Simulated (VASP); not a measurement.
# P in VASP: a series of runs

Runs on P. Level: PBE. Tasks: single point, relaxation of cell and atoms.

Program: VASP 6.6.1. These are calculated values, not measurements. Logs are shortened: lines on timing, memory, paths and dates and some standing lists are left out, and cuts for length are marked.

## Step 1: The cell of the first run

It takes space group P4/mmm (No. 123, tetragonal). Conventional cell: a = 2.436 Å, b = 2.436 Å, c = 2.465 Å, α = 90.00°, β = 90.00°, γ = 90.00°. P (site symmetry 4/mmm) has 6 P at 2.44 to 2.46 Å within 3.2 Å.

## Step 2: Single point, PBE

INCAR reads:

```
  ALGO = Normal
  EDIFF = 1E-7
  ENCUT = 520
  GGA = PE
  ISIF = 2
  ISMEAR = 0
  LASPH = T
  LCHARG = T
  LELF = T
  LREAL = F
  LVHAR = T
  LWAVE = F
  NBANDS = 8
  NELM = 60
  PREC = Accurate
  SIGMA = 0.1
```

KPOINTS reads:

```
k-points
0
Gamma
  6 6 8
```

POSCAR reads:

```
P
1.0
    2.4355693017      0.0000000000      0.0000000000
    0.0000000000      2.4355693017      0.0000000000
    0.0000000000      0.0000000000      2.4649321575
P
1
Direct
    0.0000000000      0.0000000000      0.5000000000
```

Potentials or basis: VASP PAW PBE potentials, release 64 (P).

Started as:

```console
> cat potpaw_PBE.64/P/POTCAR > POTCAR
> mpirun -np 1 vasp_std > vasp.out
```

OUTCAR:

```text
EDIFF = 1E-7
   ENCUT = 520
   GGA = PE
   ISIF = 2
   ISMEAR = 0
   LASPH = T
   LREAL = F
   NELM = 60
   PREC = Accurate

 ion  position               nearest neighbor table
   1  0.000  0.000  0.500-

  LATTYP: Found a simple tetragonal cell.
 ALAT       =     2.4355693017
 C/A-ratio  =     1.0120558490

  Lattice vectors:

 A1 = (   2.4355693017,   0.0000000000,   0.0000000000)
 A2 = (   0.0000000000,   2.4355693017,   0.0000000000)
 A3 = (   0.0000000000,   0.0000000000,   2.4649321575)

Analysis of symmetry for initial positions (statically):
=====================================================================
 Subroutine PRICEL returns:
 Original cell was already a primitive cell.

 Routine SETGRP: Setting up the symmetry group for a
 simple tetragonal supercell.

 Subroutine GETGRP returns: Found 16 space group operations
 (whereof 16 operations were pure point group operations)
 out of a pool of 16 trial point group operations.

The static configuration has the point symmetry D_4h.

Analysis of symmetry for dynamics (positions and initial velocities):
=====================================================================
 Subroutine PRICEL returns:
 Original cell was already a primitive cell.

 Routine SETGRP: Setting up the symmetry group for a
 simple tetragonal supercell.

 Subroutine GETGRP returns: Found 16 space group operations
 (whereof 16 operations were pure point group operations)
 out of a pool of 16 trial point group operations.

The dynamic configuration has the point symmetry D_4h.

 Subroutine INISYM returns: Found 16 space group operations
 (whereof 16 operations are pure point group operations),
 and found     1 'primitive' translations

----------------------------------------------------------------------------------------

                                     Primitive cell

  volume of cell :      14.6220

  direct lattice vectors                    reciprocal lattice vectors
     2.435569302  0.000000000  0.000000000     0.410581624  0.000000000  0.000000000
     0.000000000  2.435569302  0.000000000     0.000000000  0.410581624  0.000000000
     0.000000000  0.000000000  2.464932157     0.000000000  0.000000000  0.405690679

  length of vectors
     2.435569302  2.435569302  2.464932157     0.410581624  0.410581624  0.405690679

  position of ions in fractional coordinates (direct lattice)
     0.000000000  0.000000000  0.500000000

  ion indices of the primitive-cell ions
   primitive index   ion index
                 1           1

----------------------------------------------------------------------------------------

 KPOINTS: k-points

Automatic generation of k-mesh.
 Grid dimensions read from file:
 generate k-points for:    6    6    8

 Generating k-lattice:

  Cartesian coordinates                     Fractional coordinates (reciprocal lattice)
     0.068430271  0.000000000  0.000000000     0.166666667  0.000000000  0.000000000
     0.000000000  0.068430271  0.000000000     0.000000000  0.166666667  0.000000000
     0.000000000  0.000000000  0.050711335     0.000000000  0.000000000  0.125000000

  Length of vectors
     0.068430271  0.068430271  0.050711335

  Shift w.r.t. Gamma in fractional coordinates (k-lattice)
     0.000000000  0.000000000  0.000000000

 Subroutine IBZKPT returns following result:
 ===========================================

 Found     50 irreducible k-points:

 Following reciprocal coordinates:
            Coordinates               Weight
  0.000000  0.000000  0.000000      1.000000
  0.166667  0.000000  0.000000      4.000000
  0.333333  0.000000  0.000000      4.000000
  0.500000  0.000000  0.000000      2.000000
  0.166667  0.166667  0.000000      4.000000
  0.333333  0.166667  0.000000      8.000000
[... 16 lines left out ...]
  0.333333  0.000000  0.250000      8.000000
  0.500000  0.000000  0.250000      4.000000
 [... further k-points ...]
   k-points           NKPTS =     50   k-points in BZ     NKDIM =     50   number of bands    NBANDS=      8
   number of dos      NEDOS =    301   number of ions     NIONS =      1
   total plane-waves  NPLWV =   5832
   dimension x,y,z NGX =    18 NGY =   18 NGZ =   18
   dimension x,y,z NGXF=    36 NGYF=   36 NGZF=   36
   ions per type =               1
   NGX,Y,Z   is equivalent  to a cutoff of  12.29, 12.29, 12.14 a.u.
   NGXF,Y,Z  is equivalent  to a cutoff of  24.57, 24.57, 24.28 a.u.
 SYSTEM =  unknown system
   PREC   = accura    normal or accurate (medium, high low for compatibility)
   ISTART =      0    job   : 0-new  1-cont  2-samecut
   ICHARG =      2    charge: 1-file 2-atom 10-const
   ISPIN  =      1    spin polarized calculation?
   LNONCOLLINEAR =      F non collinear calculations
   LSORBIT =      F    spin-orbit coupling
   LASPH  =      T    aspherical Exc in radial PAW
   ENCUT  =  520.0 eV  38.22 Ry    6.18 a.u.   4.53  4.53  4.58*2*pi/ulx,y,z
   NELM   =     60;   NELMIN=  2; NELMDL= -5     # of ELM steps
   EDIFF  = 0.1E-06   stopping-criterion for ELM
   LREAL  =      F    real-space projection
   EDIFFG = 0.1E-05   stopping-criterion for IOM
   NSW    =      0    number of steps for IOM
   IBRION =     -1    ionic relax: 0-MD 1-quasi-New 2-CG
   NFREE  =      0    steps in history (QN), initial steepest desc. (CG)
   ISIF   =      2    stress and relaxation
   ISYM   =      2    0-nonsym 1-usesym 2-fastsym
   POTIM  = 0.5000    time-step for ionic-motion
   TEBEG  =    0.0;   TEEND  =   0.0 temperature during run
   PSTRESS=    0.0 pullay stress
   NELECT =       5.0000    total number of electrons
   NUPDOWN=      -1.0000    fix difference up-down
   EMIN   =  10.00;   EMAX   =-10.00  energy-range for DOS
   EFERMI =   0.00;   METHOD = LEGACY
   ISMEAR =     0;   SIGMA  =   0.10  broadening in eV -4-tet -1-fermi 0-gaus
   EFERMI_NEDOS =   21; number of points for ismear=-14 and -15
   IALGO  =     38    algorithm
   IMIX   =      4    mixing-type and parameters
     AMIX     =   0.40;   BMIX     =  1.00
     AMIX_MAG =   1.60;   BMIX_MAG =  1.00
  volume/ion in A,a.u.               =      14.62        98.67
  Fermi-wavevector in a.u.,A,eV,Ry     =   1.144800  2.163358 17.831338  1.310566
  Thomas-Fermi vector in A             =   2.281490
   LORBIT       =      0    0 simple, 1 ext, 2 COOP (PROOUT), +10 PAW based schemes
   GGA     = PE    functional components
   LHFCALC =     F    Hartree Fock is set to
   AEXX    =    0.0000 exact exchange contribution
   IVDW    =     0    specifies the selected vdW correction
   LEPSILON=     F    determine dielectric tensor
   LRPA    =     F    only Hartree local field effects (RPA)
 non-spin polarized calculation
 Gauss-broadening in eV      SIGMA  =   0.10
  energy-cutoff  :      520.00
  volume of cell :       14.62
 maximum number of plane-waves:       409
   NGX =  9   NGY =  9   NGZ =  9

 number of electron       4.9999999 magnetization

 Free energy of the ion-electron system (eV)
  ---------------------------------------------------
  ext. energy  EPLUGINS =         0.00000000
  ---------------------------------------------------
  free energy    TOTEN  =        -5.29892343 eV

  energy without entropy =       -5.29687055  energy(sigma->0) =       -5.29789699

 E-fermi :   9.6498     XC(G=0): -11.2579

 val. band max:        9.6379858795   @ k =   0.1667   0.1667   0.1250
 cond. band min:       9.9578890240   @ k =   0.5000   0.0000   0.2500
 fundamental gap:      0.3199031445
 Fermi energy:         9.6498100899

 k-point     1 :       0.0000    0.0000    0.0000
  band No.  band energies     occupation
      1      -6.8728      2.00000
      2      14.2511      0.00000
      3      14.7481      0.00000
      4      14.7481      0.00000
      5      16.3180      0.00000
      6      16.4666      0.00000
      7      23.8299      0.00000
      8      33.8452      0.00000

 k-point     2 :       0.1667    0.0000    0.0000
  band No.  band energies     occupation
      1      -6.2377      2.00000
      2       9.3991      1.99961
      3      14.7483      0.00000
      4      15.2433      0.00000
      5      16.8518      0.00000
      6      20.6806      0.00000
      7      26.2472      0.00000
      8      30.3415      0.00000

 k-point     3 :       0.3333    0.0000    0.0000
  band No.  band energies     occupation
      1      -4.4110      2.00000
      2       4.0620      2.00000
      3      16.0756      0.00000
      4      16.5652      0.00000
      5      18.1072      0.00000
      6      23.6073      0.00000
      7      25.8004      0.00000
      8      26.2383      0.00000

 k-point     4 :       0.5000    0.0000    0.0000
  band No.  band energies     occupation
      1      -2.4962      2.00000
      2       0.9502      2.00000
      3      17.1161      0.00000
      4      17.6020      0.00000
      5      18.9662      0.00000
      6      23.6178      0.00000
      7      24.0669      0.00000
      8      26.1829      0.00000

 k-point     5 :       0.1667    0.1667    0.0000
  band No.  band energies     occupation
      1      -5.6035      2.00000
      2       9.3546      1.99997
      3      10.6880      0.00000
      4      15.2415      0.00000
      5      19.1693      0.00000
      6      24.0929      0.00000
      7      25.6234      0.00000
      8      28.6113      0.00000

 k-point     6 :       0.3333    0.1667    0.0000
  band No.  band energies     occupation
      1      -3.7787      2.00000
      2       4.6154      2.00000
      3      11.6035      0.00000
      4      16.5558      0.00000
      5      20.2054      0.00000
      6      21.9515      0.00000
      7      26.2708      0.00000
      8      27.3314      0.00000

 k-point     7 :       0.5000    0.1667    0.0000
  band No.  band energies     occupation
      1      -1.8566      2.00000
      2       1.5211      2.00000
      3      12.8088      0.00000
      4      17.5815      0.00000
      5      18.5977      0.00000
      6      22.3891      0.00000
      7      24.1124      0.00000
      8      27.9246      0.00000

 k-point     8 :       0.3333    0.3333    0.0000
  band No.  band energies     occupation
      1      -1.9534      2.00000
      2       5.6245      2.00000
      3       6.9601      2.00000
      4      15.7693      0.00000
      5      17.8308      0.00000
      6      23.4480      0.00000
      7      27.4124      0.00000
      8      27.4681      0.00000

 k-point     9 :       0.5000    0.3333    0.0000
  band No.  band energies     occupation
      1       0.0140      2.00000
      2       3.0777      2.00000
      3       7.7346      2.00000
      4      13.2165      0.00000
      5      18.8167      0.00000
      6      24.9792      0.00000
      7      25.3522      0.00000
      8      28.2249      0.00000

 k-point    10 :       0.5000    0.5000    0.0000
  band No.  band energies     occupation
      1       2.2672      2.00000
      2       4.3751      2.00000
      3       4.3751      2.00000
      4      10.6223      0.00000
      5      19.7696      0.00000
      6      26.1972      0.00000
      7      26.1972      0.00000
      8      26.6541      0.00000
[... 78 lines left out ...]
 k-point    18 :       0.3333    0.3333    0.1250
  band No.  band energies     occupation
      1      -1.6111      2.00000
      2       5.9152      2.00000
      3       7.2382      2.00000
      4      14.9233      0.00000
      5      16.3852      0.00000
      6      24.1343      0.00000
      7      24.2894      0.00000
      8      26.7079      0.00000

 k-point    19 :       0.5000    0.3333    0.1250
  band No.  band energies     occupation
      1       0.3589      2.00000
      2       3.3810      2.00000
      3       7.9994      2.00000
      4      13.5369      0.00000
      5      16.4161      0.00000
      6      21.9073      0.00000
      7      25.2681      0.00000
      8      27.8875      0.00000

 k-point    20 :       0.5000    0.5000    0.1250
  band No.  band energies     occupation
      1       2.6186      2.00000
      2       4.6682      2.00000
      3       4.6682      2.00000
      4      10.9569      0.00000
      5      17.5694      0.00000
      6      23.0263      0.00000
      7      23.0263      0.00000
      8      29.2291      0.00000

 k-point    21 :       0.0000    0.0000    0.2500
  band No.  band energies     occupation
      1      -5.5074      2.00000
      2       6.3763      2.00000
      3      15.7820      0.00000
      4      15.7820      0.00000
      5      17.4792      0.00000
      6      22.3433      0.00000
      7      28.2136      0.00000
      8      28.2220      0.00000

 k-point    22 :       0.1667    0.0000    0.2500
  band No.  band energies     occupation
      1      -4.8741      2.00000
      2       6.8809      2.00000
      3      10.7520      0.00000
      4      16.2679      0.00000
      5      20.0998      0.00000
      6      23.3672      0.00000
      7      25.9963      0.00000
      8      28.6615      0.00000

 k-point    23 :       0.3333    0.0000    0.2500
  band No.  band energies     occupation
      1      -3.0498      2.00000
      2       5.2058      2.00000
      3       8.7024      2.00000
      4      17.5605      0.00000
      5      17.9125      0.00000
      6      22.6078      0.00000
      7      27.1879      0.00000
      8      29.7689      0.00000

 k-point    24 :       0.5000    0.0000    0.2500
  band No.  band energies     occupation
      1      -1.1131      2.00000
      2       2.1570      2.00000
      3       9.9579      0.00001
      4      15.4865      0.00000
      5      18.5654      0.00000
      6      23.8532      0.00000
      7      25.0707      0.00000
      8      29.1766      0.00000

 [... further k-points ...]

------------------------ aborting loop because EDIFF is reached ----------------------------------------

  FORCE on cell =-STRESS in cart. coord.  units (eV):
  Direction    XX          YY          ZZ          XY          YZ          ZX
  --------------------------------------------------------------------------------------
  -------------------------------------------------------------------------------------
  Total       -0.0255671     -0.0255671     -0.0239097      0.0000000      0.0000000     -0.0000000
  in kB       -2.8014734     -2.8014734     -2.6198682      0.0000000      0.0000000     -0.0000000
  external PRESSURE =      -2.7409384 kB  Pullay stress =       0.0000000 kB

 VOLUME and BASIS-vectors are now :
 -----------------------------------------------------------------------------
  energy-cutoff  :      520.00
  volume of cell :       14.62
      direct lattice vectors                 reciprocal lattice vectors
     2.435569302  0.000000000  0.000000000     0.410581624  0.000000000  0.000000000
     0.000000000  2.435569302  0.000000000     0.000000000  0.410581624  0.000000000
     0.000000000  0.000000000  2.464932157     0.000000000  0.000000000  0.405690679

 POSITION                                       TOTAL-FORCE (eV/Angst)
 -----------------------------------------------------------------------------------
      0.00000      0.00000      1.23247         0.000000      0.000000      0.000000
 -----------------------------------------------------------------------------------
    total drift:                                0.000000      0.000000     -0.000000

  FREE ENERGIE OF THE ION-ELECTRON SYSTEM (eV)
  ---------------------------------------------------
  free  energy   TOTEN  =        -5.2989234278 eV

  energy  without entropy=       -5.2968705478  energy(sigma->0) =       -5.29789699
```

Wall time 3.1 s (1 thread of Intel Xeon Platinum 8375C at 2.90GHz (Ice Lake), shared host); peak memory 0.11 GiB.

Results:

```
Free energy : -5.2989 eV
Pressure    : -0.3 GPa
```

Levels at points of the mesh, in eV from the Fermi level:
| k point | band 1 | band 2 | band 3 | band 4 | band 5 | band 6 | band 7 |
| --- | --- | --- | --- | --- | --- | --- | --- |
| (0.00, 0.00, 0.00) | -16.52 | 4.60 | 5.10 | 5.10 | 6.67 | 6.82 | 14.18 |
| (0.50, 0.00, 0.00) | -12.15 | -8.70 | 7.47 | 7.95 | 9.32 | 13.97 | 14.42 |
| (0.50, 0.50, 0.00) | -7.38 | -5.27 | -5.27 | 0.97 | 10.12 | 16.55 | 16.55 |
| (0.00, 0.00, 0.50) | -12.38 | -8.68 | 7.79 | 7.79 | 9.25 | 14.47 | 14.47 |
| (0.50, 0.00, 0.50) | -7.65 | -5.44 | -5.22 | 0.95 | 10.43 | 16.83 | 17.00 |
| (0.50, 0.50, 0.50) | -2.32 | -2.32 | -2.08 | -1.77 | 4.52 | 4.69 | 4.69 |

Caveat: the k points lie up to 0.43 Å⁻¹ apart.

## Step 3: Relaxation of cell and atoms, PBE

This run uses another cell than the first one, of 14.82 Å³/atom, 1.014 times its volume.

INCAR reads:

```
SYSTEM = P
  ALGO = Normal
  EDIFF = 1E-6
  EDIFFG = -0.04
  ENCUT = 600
  GGA = PE
  IBRION = 2
  ISIF = 3
  ISMEAR = 0
  LASPH = .True.
  LCHARG = .False.
  LREAL = .False.
  LWAVE = .False.
  NELM = 60
  NSW = 90
  PREC = Accurate
  SIGMA = 0.1
```

KPOINTS reads:

```
k-points
0
Gamma
  6 6 8
  0 0 0
```

POSCAR reads:

```
P
1.0
    2.5057674680      0.0000000000      0.0000000000
    0.0000000000      2.5057674680      0.0000000000
    0.0000000000      0.0000000000      2.3605501945
P
1
Direct
    0.0000000000      0.0000000000      0.5000000000
```

Potentials or basis: VASP PAW PBE potentials, release 64 (P).

Started as:

```console
> cat potpaw_PBE.64/P/POTCAR > POTCAR
> mpirun -np 1 vasp_std > vasp.out
```

It took 7.8 s on 1 thread of Intel Xeon Platinum 8375C at 2.90GHz (Ice Lake), shared host; peak memory 0.12 GiB.

The run converged. Its results:

```
Free energy                            : -5.2991 eV
Relaxed volume                         : 14.59 Å³/atom
Relaxed cell                           : a = 2.435 Å, b = 2.435 Å, c = 2.462 Å, α = 90.00°, β = 90.00°, γ = 90.00°
Space group after relaxing (to 0.05 Å) : Pm-3m (No. 221)
Energy gained by relaxing              : 67.2 meV/atom
Ionic steps                            : 6
Pressure after relaxing                : 0.0 GPa
```

Stress tensor (GPa, compression positive):
```
-0.13  0.00  0.00
 0.00 -0.13  0.00
 0.00  0.00  0.26
```

The path:
```tsv
step	energy change (eV)	largest force (eV/Å)	pressure (GPa)	volume (Å³)
1	0.0000	0.0000	-1.11	14.82
2	-0.0353	0.0000	2.53	14.52
3	-0.0670	0.0000	-0.69	14.68
4	-0.0670	0.0000	-0.72	14.68
5	-0.0672	0.0000	0.30	14.56
6	-0.0672	0.0000	0.00	14.59
```

Final structure:
```
P
1.0
     2.43457    0.00000    0.00000
     0.00000    2.43457    0.00000
     0.00000    0.00000    2.46179
P
1
Direct
  0.00000 0.00000 0.50000
```

Levels at points of the mesh, in eV from the Fermi level:
```tsv
k point	band 1	band 2	band 3	band 4	band 5
(0.00, 0.00, 0.00)	-16.54	4.64	5.11	5.11	6.68
(0.50, 0.00, 0.00)	-12.15	-8.71	7.51	7.96	9.32
(0.50, 0.50, 0.00)	-7.39	-5.28	-5.28	0.97	10.17
(0.00, 0.00, 0.50)	-12.37	-8.69	7.81	7.81	9.26
(0.50, 0.00, 0.50)	-7.63	-5.44	-5.23	0.95	10.46
(0.50, 0.50, 0.50)	-2.31	-2.31	-2.09	-1.74	4.69
```

Caveat: the k points lie up to 0.43 Å⁻¹ apart in the final cell.

(Continued in part 2 of 2.)
